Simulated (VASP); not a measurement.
Here is a VASP 6.6.1 calculation.

File INCAR:

```
PREC = Accurate
ENCUT = 520
EDIFF = 1E-6
ISMEAR = -1
SIGMA = 0.02
LREAL = F
LASPH = T
NELM = 80
ALGO = Normal
ISIF = 2
LWAVE = F
LCHARG = F
GGA = PE
NBANDS = 30
```

The input KPOINTS:

```
regular mesh
0
Gamma
  1 1 1
```

Contents of POSCAR:

```
H2CO
1.0
    6.4150690000      0.0000000000      0.0000000000
    0.0000000000      6.4150690000      0.0000000000
    0.0000000000      0.0000000000      6.4150690000
O C H
3 3 6
Direct
    0.7669286176      1.1693093247      0.4675865528
    1.0465203102      0.6559243556      0.7445282350
    0.1637706469      0.7154404730      0.1800604171
    0.6010067857      1.1634637133      0.5197138176
    0.9145497889      0.7674118548      0.7957357902
    0.1941054726      0.8672704845      0.2662481105
    0.2479474500      0.0699758646      0.7994458049
    0.3197315571      0.0741535282      0.8963270699
    0.8116670296      0.1769739343      0.0760864770
    0.8848384951      0.1691174327      0.1641759426
    0.6938974468      0.7207716706      0.4319672945
    0.6217392206      0.6335551496      0.3861377017
```

Potentials or basis: VASP PAW PBE potentials, release 64 (O, C, H).

Launch:

```sh
$ cat potpaw_PBE.64/O/POTCAR potpaw_PBE.64/C/POTCAR potpaw_PBE.64/H/POTCAR > POTCAR
$ mpirun -np 1 vasp_gam > vasp.out
```

Task: What does it give for the largest force?

Result: 3.556 eV/Å.

Task: What does it give for the pressure?

Result: 1.1 GPa.

Task: What does it give for the band gap on the k mesh?

Result: 6.22 eV.

Stress tensor (GPa, compression positive):
```
 1.80  0.45 -0.79
 0.45 -0.03 -0.12
-0.79 -0.12  1.49
```

Caveat: the k points lie up to 0.98 Å⁻¹ apart.
